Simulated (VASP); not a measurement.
SnO2, 6 atoms in the cell. Symmetry: P4_2/nmc, No. 137, tetragonal system. Conventional cell: a = 3.549 Å, b = 3.549 Å, c = 5.429 Å, α = 90.00°, β = 90.00°, γ = 90.00°. Sn (site symmetry -4m2) has 8 O at 2.02 to 2.49 Å within 2.7 Å. Within 2.8 Å of O (site symmetry 2mm) lie 4 Sn at 2.02 to 2.49 Å and 6 O at 2.63 to 2.71 Å. 

* Program: VASP 6.6.1
* Task: single point
* Functional: PBE
* Potentials or basis: VASP PAW PBE potentials, release 64 (Sn_d, O)
* Cutoff: 520 eV
* k mesh: 8 × 8 × 6
* Occupations: fermi-dirac, width 0.02 eV
* Spin: non-collinear spin, zero start, spin-orbit coupling
* Starting moments: [[0.0, 0.0, 0.0], [0.0, 0.0, 0.0], [0.0, 0.0, 0.0], [0.0, 0.0, 0.0], [0.0, 0.0, 0.0], [0.0, 0.0, 0.0]] μB
* Dipole correction: no
* Further INCAR settings: ALGO = Normal; EDIFF = 1e-06; NBANDS = 68

Potentials or basis: VASP PAW PBE potentials, release 64 (Sn_d, O).

Run with:

```sh
$ cat potpaw_PBE.64/Sn_d/POTCAR potpaw_PBE.64/O/POTCAR > POTCAR
$ mpirun -np 1 vasp_ncl > vasp.out
```

Hardware: 1 thread of Oxide Virtual Turin-like Processor, with other jobs on the host.

Task: Estimate the wall time of this run.

Result: Run time: 18 min on 1 thread of Oxide Virtual Turin-like Processor, on a shared host, peak memory 0.51 GiB. Counts: scf iterations 14, k points 60.
